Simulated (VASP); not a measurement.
**AlNi: single point with PBE**

AlNi:

```
Al Ni
1.0
     2.04263   -2.04260    0.00000
     2.04263    2.04260    0.00000
     0.00000    0.00000    2.90044
Al Ni
1 1
Direct
  0.99308 0.00000 0.97242
  0.50318 0.50000 0.51268
```

This cell differs from its parent crystal: atoms displaced along several vibrational modes.

```yaml
Program: VASP 6.6.1
Task: single point
Functional: PBE
Potentials_or_basis: VASP PAW PBE potentials, release 64 (Al, Ni)
Cutoff: 520 eV
k_mesh: 16 × 16 × 16
Occupations: gaussian, width 0.15 eV
Spin: no spin polarisation
```

The pressure is 1.0 GPa. The largest force is 0.691 eV/Å. The band gap on the k mesh is zero (an odd number of electrons rules out a gap without spin polarisation).

Forces in eV/Å, atoms in the order of the input:
```
Al   0.123 -0.123  0.669
Ni  -0.123  0.123 -0.669
```

Stress tensor (GPa, compression positive):
```
 1.31  0.02  0.34
 0.02  1.32 -0.34
 0.34 -0.34  0.37
```

Levels at points of the mesh, in eV from the Fermi level:
| k point | band 3 | band 4 | band 5 | band 6 | band 7 | band 8 | band 9 | band 10 | band 11 | band 12 |
| --- | --- | --- | --- | --- | --- | --- | --- | --- | --- | --- |
| (0.00, 0.00, 0.00) | -3.18 | -1.53 | -1.53 | -1.52 | 5.37 | 5.50 | 5.50 | 8.09 | 8.12 | 13.44 |
| (0.50, 0.00, 0.00) | -2.71 | -2.22 | -2.22 | -1.44 | -0.64 | 8.28 | 9.94 | 10.02 | 10.62 | 10.83 |
| (0.00, 0.50, 0.00) | -2.71 | -2.23 | -2.22 | -1.44 | -0.64 | 8.28 | 9.94 | 10.02 | 10.61 | 10.82 |
| (0.50, 0.50, 0.00) | -2.87 | -2.86 | -2.01 | -2.01 | -1.00 | 1.47 | 2.42 | 12.13 | 14.50 | 14.50 |
| (0.00, 0.00, 0.50) | -2.73 | -2.20 | -2.20 | -1.44 | -0.66 | 8.30 | 9.92 | 9.93 | 10.85 | 10.85 |
| (0.50, 0.00, 0.50) | -2.85 | -2.78 | -2.06 | -2.03 | -1.01 | 1.45 | 2.39 | 12.20 | 14.98 | 15.09 |
| (0.00, 0.50, 0.50) | -2.85 | -2.79 | -2.05 | -2.03 | -1.01 | 1.45 | 2.39 | 12.20 | 14.92 | 15.00 |
| (0.50, 0.50, 0.50) | -4.03 | -0.98 | -0.97 | 1.98 | 1.98 | 2.03 | 3.46 | 4.41 | 4.42 | 4.57 |

Wall time 6.4 min on 1 thread of Intel(R) Xeon(R) Platinum 8488C (Sapphire Rapids), with other jobs on the host, peak memory 0.77 GiB.

Caveat: the cell differs from its parent crystal (atoms displaced along several vibrational modes). Spin polarisation is off, so any magnetic state and its effect on volume and gap are missing.
